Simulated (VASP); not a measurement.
# C (Fm-3m) in VASP: a series of runs

The runs below take C through single point, with LDA.

Program: VASP 6.6.1. These are calculated values, not measurements. Logs are shortened: lines on timing, memory, paths and dates and some standing lists are left out, and cuts for length are marked.

## 1. The cell of the first run

Symmetry: Fm-3m, No. 225, cubic system. The conventional cell has a = 3.016 Å, b = 3.016 Å, c = 3.016 Å, α = 90.00°, β = 90.00°, γ = 90.00°. C (site symmetry m-3m) has 12 C at 2.13 Å within 2.8 Å.

## 2. Single point, LDA

INCAR reads:

```
ALGO = Normal
EDIFF = 1E-6
ENCUT = 600
GGA_COMPAT = F
ISIF = 2
ISMEAR = -1
LASPH = T
LCHARG = F
LREAL = F
LWAVE = F
NBANDS = 8
NELM = 120
PREC = Accurate
SIGMA = 0.1
```

KPOINTS reads:

```
k-points
0
Gamma
  10 10 10
```

POSCAR reads:

```
C
1.0
    0.0000000000      1.5082293602      1.5082293602
    1.5082293602      0.0000000000      1.5082293602
    1.5082293602      1.5082293602      0.0000000000
C
1
Direct
    0.0000000000      0.0000000000      0.0000000000
```

Potentials or basis: VASP PAW LDA potentials, release 64 (C).

Run with:

```console
cat potpaw_LDA.64/C/POTCAR > POTCAR
mpirun -np 1 vasp_std > vasp.out
```

OUTCAR:

```text
EDIFF = 1E-6
   ENCUT = 600
   ISIF = 2
   ISMEAR = -1
   LASPH = T
   LREAL = F
   NELM = 120
   PREC = Accurate

 ion  position               nearest neighbor table
   1  0.000  0.000  0.000-

  LATTYP: Found a face centered cubic cell.
 ALAT       =     3.0164587204

  Lattice vectors:

 A1 = (   0.0000000000,   1.5082293602,   1.5082293602)
 A2 = (   1.5082293602,   0.0000000000,   1.5082293602)
 A3 = (   1.5082293602,   1.5082293602,   0.0000000000)

Analysis of symmetry for initial positions (statically):
=====================================================================
 Subroutine PRICEL returns:
 Original cell was already a primitive cell.

 Routine SETGRP: Setting up the symmetry group for a
 face centered cubic supercell.

 Subroutine GETGRP returns: Found 48 space group operations
 (whereof 48 operations were pure point group operations)
 out of a pool of 48 trial point group operations.

The static configuration has the point symmetry O_h .

Analysis of symmetry for dynamics (positions and initial velocities):
=====================================================================
 Subroutine PRICEL returns:
 Original cell was already a primitive cell.

 Routine SETGRP: Setting up the symmetry group for a
 face centered cubic supercell.

 Subroutine GETGRP returns: Found 48 space group operations
 (whereof 48 operations were pure point group operations)
 out of a pool of 48 trial point group operations.

The dynamic configuration has the point symmetry O_h .

 Subroutine INISYM returns: Found 48 space group operations
 (whereof 48 operations are pure point group operations),
 and found     1 'primitive' translations

----------------------------------------------------------------------------------------

                                     Primitive cell

  volume of cell :       6.8617

  direct lattice vectors                    reciprocal lattice vectors
     0.000000000  1.508229360  1.508229360    -0.331514565  0.331514565  0.331514565
     1.508229360  0.000000000  1.508229360     0.331514565 -0.331514565  0.331514565
     1.508229360  1.508229360  0.000000000     0.331514565  0.331514565 -0.331514565

  length of vectors
     2.132958416  2.132958416  2.132958416     0.574200070  0.574200070  0.574200070

  position of ions in fractional coordinates (direct lattice)
     0.000000000  0.000000000  0.000000000

  ion indices of the primitive-cell ions
   primitive index   ion index
                 1           1

----------------------------------------------------------------------------------------

 KPOINTS: k-points

Automatic generation of k-mesh.
 Grid dimensions read from file:
 generate k-points for:   10   10   10

 Generating k-lattice:

  Cartesian coordinates                     Fractional coordinates (reciprocal lattice)
    -0.033151456  0.033151456  0.033151456     0.100000000  0.000000000  0.000000000
     0.033151456 -0.033151456  0.033151456     0.000000000  0.100000000  0.000000000
     0.033151456  0.033151456 -0.033151456     0.000000000  0.000000000  0.100000000

  Length of vectors
     0.057420007  0.057420007  0.057420007

  Shift w.r.t. Gamma in fractional coordinates (k-lattice)
     0.000000000  0.000000000  0.000000000

 Subroutine IBZKPT returns following result:
 ===========================================

 Found     47 irreducible k-points:

 Following reciprocal coordinates:
            Coordinates               Weight
  0.000000  0.000000  0.000000      1.000000
  0.100000  0.000000  0.000000      8.000000
  0.200000  0.000000  0.000000      8.000000
  0.300000  0.000000  0.000000      8.000000
  0.400000  0.000000  0.000000      8.000000
  0.500000  0.000000  0.000000      4.000000
[... 16 lines left out ...]
  0.300000  0.300000  0.000000      6.000000
  0.400000  0.300000  0.000000     24.000000
 [... further k-points ...]
   k-points           NKPTS =     47   k-points in BZ     NKDIM =     47   number of bands    NBANDS=      8
   number of dos      NEDOS =    301   number of ions     NIONS =      1
   total plane-waves  NPLWV =   5832
   dimension x,y,z NGX =    18 NGY =   18 NGZ =   18
   dimension x,y,z NGXF=    36 NGYF=   36 NGZF=   36
   ions per type =               1
   NGX,Y,Z   is equivalent  to a cutoff of  14.03, 14.03, 14.03 a.u.
   NGXF,Y,Z  is equivalent  to a cutoff of  28.06, 28.06, 28.06 a.u.
 SYSTEM =  unknown system
   PREC   = accura    normal or accurate (medium, high low for compatibility)
   ISTART =      0    job   : 0-new  1-cont  2-samecut
   ICHARG =      2    charge: 1-file 2-atom 10-const
   ISPIN  =      1    spin polarized calculation?
   LNONCOLLINEAR =      F non collinear calculations
   LSORBIT =      F    spin-orbit coupling
   LASPH  =      T    aspherical Exc in radial PAW
   ENCUT  =  600.0 eV  44.10 Ry    6.64 a.u.   4.26  4.26  4.26*2*pi/ulx,y,z
   NELM   =    120;   NELMIN=  2; NELMDL= -5     # of ELM steps
   EDIFF  = 0.1E-05   stopping-criterion for ELM
   LREAL  =      F    real-space projection
   EDIFFG = 0.1E-04   stopping-criterion for IOM
   NSW    =      0    number of steps for IOM
   IBRION =     -1    ionic relax: 0-MD 1-quasi-New 2-CG
   NFREE  =      0    steps in history (QN), initial steepest desc. (CG)
   ISIF   =      2    stress and relaxation
   ISYM   =      2    0-nonsym 1-usesym 2-fastsym
   POTIM  = 0.5000    time-step for ionic-motion
   TEBEG  =    0.0;   TEEND  =   0.0 temperature during run
   PSTRESS=    0.0 pullay stress
   NELECT =       4.0000    total number of electrons
   NUPDOWN=      -1.0000    fix difference up-down
   EMIN   =  10.00;   EMAX   =-10.00  energy-range for DOS
   EFERMI =   0.00;   METHOD = LEGACY
   ISMEAR =    -1;   SIGMA  =   0.10  broadening in eV -4-tet -1-fermi 0-gaus
   EFERMI_NEDOS =   21; number of points for ismear=-14 and -15
   IALGO  =     38    algorithm
   IMIX   =      4    mixing-type and parameters
     AMIX     =   0.40;   BMIX     =  1.00
     AMIX_MAG =   1.60;   BMIX_MAG =  1.00
  volume/ion in A,a.u.               =       6.86        46.31
  Fermi-wavevector in a.u.,A,eV,Ry     =   1.367574  2.584340 25.446406  1.870258
  Thomas-Fermi vector in A             =   2.493614
   LORBIT       =      0    0 simple, 1 ext, 2 COOP (PROOUT), +10 PAW based schemes
   GGA     = CA    functional components
   LHFCALC =     F    Hartree Fock is set to
   AEXX    =    0.0000 exact exchange contribution
   IVDW    =     0    specifies the selected vdW correction
   LEPSILON=     F    determine dielectric tensor
   LRPA    =     F    only Hartree local field effects (RPA)
 non-spin polarized calculation
  energy-cutoff  :      600.00
  volume of cell :        6.86
 maximum number of plane-waves:       259
 NGX is ok and might be reduce to    18
   NGX =  9   NGY =  9   NGZ =  9

 number of electron       4.0000000 magnetization

 Free energy of the ion-electron system (eV)
  ---------------------------------------------------
  ext. energy  EPLUGINS =         0.00000000
  ---------------------------------------------------
  free energy    TOTEN  =        -5.52748028 eV

  energy without entropy =       -5.50920233  energy(sigma->0) =       -5.51834130

 E-fermi :   8.5717     XC(G=0): -13.1038

 val. band max:        8.5041033024   @ k =  -0.3000   0.3000   0.1000
 cond. band min:       8.5849955188   @ k =   0.5000   0.3000   0.0000
 fundamental gap:      0.0808922164
 Fermi energy:         8.5717280729

 k-point     1 :       0.0000    0.0000    0.0000
  band No.  band energies     occupation
      1     -10.9877      2.00000
      2      16.8327      0.00000
      3      16.8327      0.00000
      4      16.8327      0.00000
      5      39.3644      0.00000
      6      39.3644      0.00000
      7      39.3644      0.00000
      8      41.4141      0.00000

 k-point     2 :       0.1000    0.0000    0.0000
  band No.  band energies     occupation
      1     -10.5736      2.00000
      2      15.6014      0.00000
      3      16.6178      0.00000
      4      16.6178      0.00000
      5      36.6265      0.00000
      6      39.9310      0.00000
      7      39.9310      0.00000
      8      41.0864      0.00000

 k-point     3 :       0.2000    0.0000    0.0000
  band No.  band energies     occupation
      1      -9.3350      2.00000
      2      12.2739      0.00000
      3      16.1046      0.00000
      4      16.1046      0.00000
      5      34.5720      0.00000
      6      40.1842      0.00000
      7      40.2656      0.00000
      8      40.2656      0.00000

 k-point     4 :       0.3000    0.0000    0.0000
  band No.  band energies     occupation
      1      -7.2845      2.00000
      2       7.8592      1.99839
      3      15.5506      0.00000
      4      15.5506      0.00000
      5      34.0537      0.00000
      6      38.7149      0.00000
      7      38.7149      0.00000
      8      39.0379      0.00000

 k-point     5 :       0.4000    0.0000    0.0000
  band No.  band energies     occupation
      1      -4.4489      2.00000
      2       3.3017      2.00000
      3      15.1540      0.00000
      4      15.1540      0.00000
      5      34.2143      0.00000
      6      37.2097      0.00000
      7      37.2097      0.00000
      8      38.1150      0.00000

 k-point     6 :       0.5000    0.0000    0.0000
  band No.  band energies     occupation
      1      -0.9601      2.00000
      2      -0.8038      2.00000
      3      15.0129      0.00000
      4      15.0129      0.00000
      5      34.3624      0.00000
      6      36.6585      0.00000
      7      36.6585      0.00000
      8      37.7628      0.00000

 k-point     7 :       0.1000    0.1000    0.0000
  band No.  band energies     occupation
      1     -10.4359      2.00000
      2      16.0286      0.00000
      3      16.0286      0.00000
      4      16.3008      0.00000
      5      35.3104      0.00000
      6      40.1301      0.00000
      7      40.6195      0.00000
      8      40.6195      0.00000

 k-point     8 :       0.2000    0.1000    0.0000
  band No.  band energies     occupation
      1      -9.4732      2.00000
      2      13.6138      0.00000
      3      15.2612      0.00000
      4      16.1013      0.00000
      5      33.4615      0.00000
      6      37.3922      0.00000
      7      41.6376      0.00000
      8      41.7069      0.00000

 k-point     9 :       0.3000    0.1000    0.0000
  band No.  band energies     occupation
      1      -7.6949      2.00000
      2       9.6042      0.00007
      3      14.6382      0.00000
      4      15.4825      0.00000
      5      33.0844      0.00000
      6      35.0079      0.00000
      7      40.9440      0.00000
      8      42.1135      0.00000

 k-point    10 :       0.4000    0.1000    0.0000
  band No.  band energies     occupation
      1      -5.1233      2.00000
      2       5.0964      2.00000
      3      14.3531      0.00000
      4      14.6907      0.00000
      5      32.5954      0.00000
      6      34.5621      0.00000
      7      39.2408      0.00000
      8      41.8873      0.00000
[... 78 lines left out ...]
 k-point    18 :       0.4000    0.2000    0.0000
  band No.  band energies     occupation
      1      -5.0007      2.00000
      2       7.3796      1.99999
      3      12.7962      0.00000
      4      13.0706      0.00000
      5      28.8710      0.00000
      6      32.3317      0.00000
      7      43.1583      0.00000
      8      43.3556      0.00000

 k-point    19 :       0.5000    0.2000    0.0000
  band No.  band energies     occupation
      1      -1.9588      2.00000
      2       3.1373      2.00000
      3      11.5084      0.00000
      4      13.2258      0.00000
      5      28.5149      0.00000
      6      34.8485      0.00000
      7      41.5377      0.00000
      8      42.1693      0.00000

 k-point    20 :      -0.4000    0.2000    0.0000
  band No.  band energies     occupation
      1      -0.7853      2.00000
      2       1.7859      2.00000
      3      10.5652      0.00000
      4      13.8594      0.00000
      5      29.2131      0.00000
      6      36.5553      0.00000
      7      40.4894      0.00000
      8      41.1340      0.00000

 k-point    21 :      -0.3000    0.2000    0.0000
  band No.  band energies     occupation
      1      -4.0563      2.00000
      2       5.9909      2.00000
      3      10.1462      0.00000
      4      14.8125      0.00000
      5      30.8966      0.00000
      6      36.1254      0.00000
      7      40.2863      0.00000
      8      41.2224      0.00000

 k-point    22 :      -0.2000    0.2000    0.0000
  band No.  band energies     occupation
      1      -6.6081      2.00000
      2      10.2500      0.00000
      3      10.4062      0.00000
      4      15.7776      0.00000
      5      33.4949      0.00000
      6      34.7975      0.00000
      7      40.7818      0.00000
      8      41.7211      0.00000

 k-point    23 :       0.3000    0.3000    0.0000
  band No.  band energies     occupation
      1      -6.0832      2.00000
      2      11.6414      0.00000
      3      12.4302      0.00000
      4      12.4302      0.00000
      5      27.6334      0.00000
      6      27.7761      0.00000
      7      46.5253      0.00000
      8      47.5050      0.00000

 k-point    24 :       0.4000    0.3000    0.0000
  band No.  band energies     occupation
      1      -4.0887      2.00000
      2       9.1688      0.00509
      3      10.8196      0.00000
      4      11.9006      0.00000
      5      26.2851      0.00000
      6      28.0627      0.00000
      7      45.7036      0.00000
      8      47.8770      0.00000

 [... further k-points ...]
[... 5 lines left out ...]
  --------------------------------------------------------------------------------------
  -------------------------------------------------------------------------------------
  Total        0.0124485      0.0124485      0.0124485     -0.0000000     -0.0000000     -0.0000000
  in kB        2.9066688      2.9066688      2.9066688     -0.0000000     -0.0000000     -0.0000000
  external PRESSURE =       2.9066688 kB  Pullay stress =       0.0000000 kB

 VOLUME and BASIS-vectors are now :
 -----------------------------------------------------------------------------
  energy-cutoff  :      600.00
  volume of cell :        6.86
      direct lattice vectors                 reciprocal lattice vectors
     0.000000000  1.508229360  1.508229360    -0.331514565  0.331514565  0.331514565
     1.508229360  0.000000000  1.508229360     0.331514565 -0.331514565  0.331514565
     1.508229360  1.508229360  0.000000000     0.331514565  0.331514565 -0.331514565

 POSITION                                       TOTAL-FORCE (eV/Angst)
 -----------------------------------------------------------------------------------
      0.00000      0.00000      0.00000         0.000000      0.000000     -0.000000
 -----------------------------------------------------------------------------------
    total drift:                               -0.000000      0.000000      0.000000

  FREE ENERGIE OF THE ION-ELECTRON SYSTEM (eV)
  ---------------------------------------------------
  free  energy   TOTEN  =        -5.5274802789 eV

  energy  without entropy=       -5.5092023270  energy(sigma->0) =       -5.51834130
```

It took 2.4 s on 1 thread of AMD EPYC 7R13 (Zen 3), shared host; peak memory 0.07 GiB.

What came out:

* Free energy: -5.5275 eV
* Pressure: 0.3 GPa
* Band gap on the k mesh: zero (bands 2 and 3 overlap by 11.32 eV)

Levels at points of the mesh, in eV from the Fermi level:
```tsv
k point	band 1	band 2	band 3	band 4	band 5
(0.00, 0.00, 0.00)	-19.56	8.26	8.26	8.26	30.79
(0.50, 0.00, 0.00)	-9.53	-9.38	6.44	6.44	25.79
(0.50, 0.50, 0.00)	-7.37	-5.31	2.17	2.17	15.13
```

Caveat: the k points lie up to 0.36 Å⁻¹ apart, too coarse for converged energies and pressures of a metal.

## 3. Single point, LDA

This run uses another cell than the first one, of 6.55 Å³/atom.

INCAR reads:

```
SYSTEM = C
  ALGO = Normal
  EDIFF = 1E-6
  ENCUT = 600
  GGA_COMPAT = .FALSE.
  ISIF = 2
  ISMEAR = -1
  LASPH = .TRUE.
  LCHARG = .FALSE.
  LREAL = .FALSE.
  LWAVE = .FALSE.
  NBANDS = 8
  NELM = 120
  PREC = Accurate
  SIGMA = 0.1
```

KPOINTS reads:

```
k-points
0
G
  10 10 10
  0 0 0
```

POSCAR reads:

```
C
1.0
    0.0000000000      1.4847148034      1.4847148034
    1.4847148034      0.0000000000      1.4847148034
    1.4847148034      1.4847148034      0.0000000000
C
1
Direct
    0.0000000000      0.0000000000      0.0000000000
```

Potentials or basis: VASP PAW LDA potentials, release 64 (C).

Run with:

```console
cat potpaw_LDA.64/C/POTCAR > POTCAR
mpirun -np 1 vasp_std > vasp.out
```

OUTCAR:

```text
SYSTEM = C
   EDIFF = 1E-6
   ENCUT = 600
   ISIF = 2
   ISMEAR = -1
   LASPH = .TRUE.
   LREAL = .FALSE.
   NELM = 120
   PREC = Accurate

 ion  position               nearest neighbor table
   1  0.000  0.000  0.000-

  LATTYP: Found a face centered cubic cell.
 ALAT       =     2.9694296068

  Lattice vectors:

 A1 = (   0.0000000000,   1.4847148034,   1.4847148034)
 A2 = (   1.4847148034,   0.0000000000,   1.4847148034)
 A3 = (   1.4847148034,   1.4847148034,   0.0000000000)

Analysis of symmetry for initial positions (statically):
[... 433 lines left out ...]
      1      -3.8420      2.00000
      2      10.0179      0.00156
      3      11.5643      0.00000
      4      12.6964      0.00000
      5      27.3163      0.00000
      6      29.0971      0.00000
      7      47.7679      0.00000
      8      49.6743      0.00000

 [... further k-points ...]
[... 5 lines left out ...]
  --------------------------------------------------------------------------------------
  -------------------------------------------------------------------------------------
  Total        0.4242529      0.4242529      0.4242529      0.0000000     -0.0000000      0.0000000
  in kB      103.8427690    103.8427690    103.8427690      0.0000000     -0.0000000      0.0000000
  external PRESSURE =     103.8427690 kB  Pullay stress =       0.0000000 kB

 VOLUME and BASIS-vectors are now :
 -----------------------------------------------------------------------------
  energy-cutoff  :      600.00
  volume of cell :        6.55
      direct lattice vectors                 reciprocal lattice vectors
     0.000000000  1.484714803  1.484714803    -0.336765013  0.336765013  0.336765013
     1.484714803  0.000000000  1.484714803     0.336765013 -0.336765013  0.336765013
     1.484714803  1.484714803  0.000000000     0.336765013  0.336765013 -0.336765013

 POSITION                                       TOTAL-FORCE (eV/Angst)
 -----------------------------------------------------------------------------------
      0.00000      0.00000      0.00000         0.000000      0.000000      0.000000
 -----------------------------------------------------------------------------------
    total drift:                                0.000000     -0.000000     -0.000000

  FREE ENERGIE OF THE ION-ELECTRON SYSTEM (eV)
  ---------------------------------------------------
  free  energy   TOTEN  =        -5.5167163567 eV

  energy  without entropy=       -5.4972608207  energy(sigma->0) =       -5.50698859
```

stdout:

```text
POSCAR found type information on POSCAR C
 POSCAR found :  1 types and       1 ions
 scaLAPACK will be used
 LDA part: xc-table for (Slater(with rela. corr.)+CA(PZ))
 , standard interpolation
 POSCAR, INCAR and KPOINTS ok, starting setup
 FFT: planning ... GRIDC
 FFT: planning ... GRID_SOFT
 FFT: planning ... GRID
 WAVECAR not read
 entering main loop
```

Run time: 2.3 s. Hardware: 1 thread of AMD EPYC 7R13 (Zen 3), shared host; peak memory 0.07 GiB.

What came out:

* Free energy: -5.5167 eV
* Pressure: 10.4 GPa
* Band gap on the k mesh: zero (bands 2 and 3 overlap by 11.71 eV)

Levels at points of the mesh, in eV from the Fermi level:
```
           k point  band 1  band 2  band 3  band 4  band 5  band 6
(0.00, 0.00, 0.00)  -20.26    8.61    8.61    8.61   31.41   31.41
(0.50, 0.00, 0.00)   -9.91   -9.74    6.69    6.69   26.66   28.61
(0.50, 0.50, 0.00)   -7.81   -5.29    2.18    2.18   15.46   16.59
```

Caveat: the k points lie up to 0.37 Å⁻¹ apart, too coarse for converged energies and pressures of a metal.
